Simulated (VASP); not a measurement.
Input of a VASP 6.6.1 run:

Contents of INCAR:

```
ALGO = Normal ; EDIFF = 1E-7
ENCUT = 520 ; GGA = PE
ISIF = 2 ; ISMEAR = 0
LASPH = True ; LCHARG = False
LREAL = False ; LWAVE = False
NBANDS = 45 ; NELM = 60
PREC = Accurate ; SIGMA = 0.05
```

Contents of KPOINTS:

```
k-points
0
Gamma
  6 6 6
```

POSCAR

```
LiNbO3
1.0
    2.5559574486      1.4756827210      4.8005992799
   -2.5559574486      1.4756827210      4.8005992799
    0.0000000000     -2.9513654419      4.8005992799
Li Nb O
2 2 6
Direct
    0.2500000000      0.2500000000      0.2500000000
    0.7500000000      0.7500000000      0.7500000000
    0.0000000000      0.0000000000      0.0000000000
    0.5000000000      0.5000000000      0.5000000000
    0.1590542063      0.3409457937      0.7500000000
    0.7500000000      0.1590542063      0.3409457937
    0.3409457937      0.7500000000      0.1590542063
    0.8409457937      0.6590542063      0.2500000000
    0.2500000000      0.8409457937      0.6590542063
    0.6590542063      0.2500000000      0.8409457937
```

Potentials or basis: VASP PAW PBE potentials, release 64 (Li_sv, Nb_sv, O).

Run with:

```console
$ cat potpaw_PBE.64/Li_sv/POTCAR potpaw_PBE.64/Nb_sv/POTCAR potpaw_PBE.64/O/POTCAR > POTCAR
$ mpirun -np 1 vasp_std > vasp.out
```

(1) What does it give for the largest force?

(2) Estimate the band gap on the k mesh.

Answers

(1) 0.984 eV/Å.

(2) 2.28 eV (least direct gap 2.35 eV).
